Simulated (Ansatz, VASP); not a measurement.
## As: VASP beside Ansatz

File INCAR:

```
SYSTEM = As
PREC = Accurate
ENCUT = 520
EDIFF = 1E-6
ISMEAR = 0
SIGMA = 0.02
LREAL = .False.
LASPH = .True.
NELM = 60
ALGO = Normal
ISIF = 2
LWAVE = .False.
LCHARG = .False.
LDIPOL = .True.
IDIPOL = 3
DIPOL = 0.5 0.5 0.500
GGA = CA
NBANDS = 12
```

Contents of KPOINTS:

```
regular mesh
0
Gamma
  9 9 1
  0 0 0
```

POSCAR

```
As
1.0
    3.5200000000      0.0000000000      0.0000000000
   -1.7600000000      3.0484094213      0.0000000000
    0.0000000000      0.0000000000     28.0000000000
As
2
Direct
    0.3333333333      0.6666666667      0.5052857143
    0.6666666667      0.3333333333      0.4947142857
```

Input for Ansatz:

```yaml
crystal:
  lattice:
    - [3.52, 0.0, 0.0]
    - [-1.76, 3.0484094213, 0.0]
    - [0.0, 0.0, 28.0]
  atoms:
    - { symbol: As, position: [0.3333333333, 0.6666666667, 0.5052857143] }
    - { symbol: As, position: [0.6666666667, 0.3333333333, 0.4947142857] }
  periodic: [true, true, false]
basis:
  ecutwfc: 420
kpoints:
  mp_grid: { grid: [9, 9, 1] }
hamiltonian:
  xc: lda
scf:
  occupations: { method: gaussian, width: 0.02 }
output:
  forces: true
  stress: true
  eigenvalues: true
```

Alike in both runs: task single point; functional LDA; k mesh 9 × 9 × 1; occupations gaussian, width 0.02 eV; no spin polarisation.

|  | VASP | Ansatz |
| --- | --- | --- |
| version | VASP 6.6.1 | Ansatz 0.2.0 |
| potentials or method | VASP PAW LDA potentials, release 64 (As), cutoff 520 eV | scalar-relativistic, plane waves, PAW |
| valence electrons in the cell | 10 | 30 |

Ansatz gave:

- gap on the k mesh at the Fermi level (eV): none
- rms of the force components (eV/Å): 1.928

Problem. Estimate VASP's values.

Solution. gap on the k mesh at the Fermi level (eV): none; rms of the force components (eV/Å): 1.958.

LDA's correlation is that of Perdew and Zunger in VASP and of Perdew and Wang (1992) in Ansatz. Atom by atom the forces differ by 0.030 eV/Å (rms over components). A gap of «none» marks a metal or a gap that the smearing closes. VASP's potentials hold 10 valence electrons a cell and Ansatz's 30, so a difference there can come from the potentials and not from the codes.
